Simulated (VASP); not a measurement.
A run of VASP 6.6.1:

Contents of INCAR:

```
ALGO     = Fast           # electronic algorithm
EDIFF    = 1E-7           # SCF threshold, eV
ENCUT    = 520            # plane-wave cutoff, eV
GGA      = PE             # functional
ISIF     = 2              # what is computed and relaxed
ISMEAR   = 0              # smearing method
LASPH    = T              # aspherical terms in the spheres
LCHARG   = F              # write CHGCAR
LREAL    = Auto         
LWAVE    = F              # write WAVECAR
NBANDS   = 78             # bands
NELM     = 80             # most SCF steps
PREC     = Accurate       # precision mode
SIGMA    = 0.1            # smearing width, eV
```

The input KPOINTS:

```
Automatic mesh
0
Gamma
  5 5 4
  0 0 0.5
```

Contents of POSCAR:

```
Ta8HN8
1.0
    2.9171012907     -5.0525676462      0.0000000000
   -5.8342025813      0.0000000000      0.0000000000
    0.0000000000      0.0000000000     -5.9148455060
Ta N H
8 8 1
Direct
    0.4979005084      0.4957999273      0.0002353400
    1.0000016534      0.5000016837     -0.0031108167
    0.4979005084      1.0021020241      0.0002350019
    1.0042028836      1.0021020776      0.0002344947
    0.5007339193      0.5014663995      0.5018597691
    1.0000012575      0.5000013144      0.4966937847
    0.5007335235      0.9992691077      0.5018604454
    0.9985370515      0.9992691616      0.5018607835
    0.1673897430      0.3326132078      0.7496030108
    0.6652245423      0.3326129568      0.7496031799
    0.1673895451      0.8347777079      0.7496030108
    0.6666673731      0.8333339795      0.7570647442
    0.3333338845      0.1666672850      0.2544805267
    0.8383862021      0.1767711111      0.2420350622
    0.3232318921      0.6616165818      0.2420357385
    0.8383860042      0.6616165348      0.2420355694
    0.6666715294      0.8333393143      0.3461380349
```

Potentials or basis: VASP PAW PBE potentials, release 64 (Ta_pv, N, H).

The run is started by

```bash
$ cat potpaw_PBE.64/Ta_pv/POTCAR potpaw_PBE.64/N/POTCAR potpaw_PBE.64/H/POTCAR > POTCAR
$ mpirun -np 1 vasp_std > vasp.out
```

Hardware: 1 thread of Oxide Virtual Turin-like Processor (shared host).

How long does it take, and how much memory?

It took 11 min on 1 thread of Oxide Virtual Turin-like Processor, on a shared host, peak memory 0.36 GiB. Counts: scf iterations 18, k points 14.
